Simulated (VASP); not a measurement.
# MgAl15HN16 (a cell with a defect): single point with PBE

The system is MgAl15HN16 (a cell with a defect).

```
Al Mg N H
1.0
     6.25951    0.00000    0.00000
    -3.12976    5.42090    0.00000
     0.00000    0.00000   10.03481
Al Mg N H
15 1 16 1
Direct
  0.33152 0.17029 0.23677
  0.33619 0.16550 0.75261
  0.16330 0.33709 0.99953
  0.33375 0.66924 0.24844
  0.15308 0.81651 0.50621
  0.33657 0.67289 0.75214
  0.16204 0.83243 0.99889
  0.82947 0.16682 0.24953
  0.68587 0.34826 0.50609
  0.82914 0.16555 0.75197
  0.66731 0.33861 0.99955
  0.83193 0.66849 0.24915
  0.66623 0.83687 0.50185
  0.83146 0.67016 0.75343
  0.66527 0.83538 0.00107
  0.17085 0.32635 0.49297
  0.35165 0.15018 0.43144
  0.16453 0.33491 0.19064
  0.32940 0.17024 0.94256
  0.16901 0.33434 0.70364
  0.34075 0.68618 0.43813
  0.16624 0.83329 0.18829
  0.33102 0.67088 0.94134
  0.16592 0.83321 0.69264
  0.81388 0.15963 0.43776
  0.66789 0.33560 0.18819
  0.82964 0.17012 0.94142
  0.66884 0.33613 0.69262
  0.83113 0.67067 0.44017
  0.66722 0.83320 0.18952
  0.82986 0.67070 0.94082
  0.66761 0.83440 0.69154
  0.44736 0.05833 0.40490
```

```yaml
Program: VASP 6.6.1
Task: single point
Functional: PBE
Potentials_or_basis: VASP PAW PBE potentials, release 64 (Al, Mg, N, H)
Cutoff: 520 eV
k_mesh: 1 × 1 × 1, shifted
Occupations: gaussian, width 0.01 eV
Spin: collinear spin
Fixed_moment: 1 μB
```

```json
{"Largest force": "0.040 eV/Å", "Net moment": "1.00 μB per cell", "Site moments": "Al +0.00, -0.00 (each value once); Mg +0.01; N +0.01, +0.07, +0.26, +0.11, +0.04, +0.02, +0.05, +0.00 (each value once); H -0.00 μB", "Valence electrons inside the program's atomic spheres": "Al 0.81, 0.80, 0.79, 0.82 (each value once); Mg 0.44; N 3.90, 3.84, 3.82, 3.76, 3.81, 3.83, 3.85 (each value once); H 0.70"}
```

Forces in eV/Å, atoms in the order of the input:
```
Al  -0.006  0.002  0.006
Al   0.000  0.000  0.006
Al   0.000  0.002  0.000
Al  -0.001 -0.006  0.004
Al   0.002 -0.001 -0.001
Al  -0.002  0.001  0.004
Al  -0.002 -0.005  0.002
Al   0.003  0.001  0.008
Al   0.009  0.001 -0.006
Al   0.001  0.001  0.003
Al   0.000  0.000  0.005
Al   0.002 -0.001 -0.002
Al  -0.001 -0.002 -0.003
Al  -0.001  0.000  0.002
Al   0.002 -0.002  0.008
Mg   0.005 -0.001  0.008
N   -0.032  0.023  0.002
N    0.001 -0.001 -0.003
N    0.000 -0.001  0.000
N    0.001 -0.002 -0.015
N    0.002 -0.002 -0.002
N   -0.003  0.001 -0.003
N   -0.001  0.001 -0.005
N    0.000  0.001 -0.001
N    0.004  0.003 -0.001
N    0.000  0.000 -0.007
N   -0.001  0.001 -0.004
N   -0.003 -0.001  0.000
N   -0.006  0.001  0.006
N    0.001  0.005 -0.005
N    0.000  0.001 -0.001
N    0.002 -0.001 -0.002
H    0.022 -0.018 -0.002
```

It took 3 min on 1 thread of Intel(R) Xeon(R) Platinum 8488C (Sapphire Rapids), with other jobs on the host, peak memory 0.58 GiB.

Caveat: the cell carries a net charge on a neutralising background, which shifts energy and pressure; the total moment is fixed, so each spin has its own Fermi level and the state may be an excited one.
